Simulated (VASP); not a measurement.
Crystal: MoS2.

```
Mo S
1.0
     1.58759    0.91660    6.19394
    -1.58759    0.91660    6.19394
     0.00000   -1.83319    6.19394
Mo S
1 2
Direct
  0.99999 0.99999 0.99999
  0.41700 0.41700 0.41700
  0.24968 0.24968 0.24968
```

Base run:

| Item | Value |
| --- | --- |
| Program | VASP 6.6.1 |
| Functional | r2SCAN |
| Potentials or basis | VASP PAW PBE potentials, release 64 (Mo_sv, S) |
| Cutoff | 520 eV |
| k mesh | 6 × 6 × 6 |
| Occupations | gaussian, width 0.01 eV |
| Spin | no spin polarisation |

Its results: band gap on the k mesh 1.05 eV (least direct gap 1.80 eV); pressure 1.2 GPa; largest force 0.047 eV/Å.

Task: The run is repeated on the same cell with these changes: functional from r2SCAN to PBE. What comes out?

Result: Band gap on the k mesh 0.97 eV (least direct gap 1.69 eV); pressure 2.3 GPa; largest force 0.103 eV/Å.

Caveats: the PAW data sets were made with another functional, which shifts forces and pressure a little (at least some runs).

A k mesh can miss the band edges.
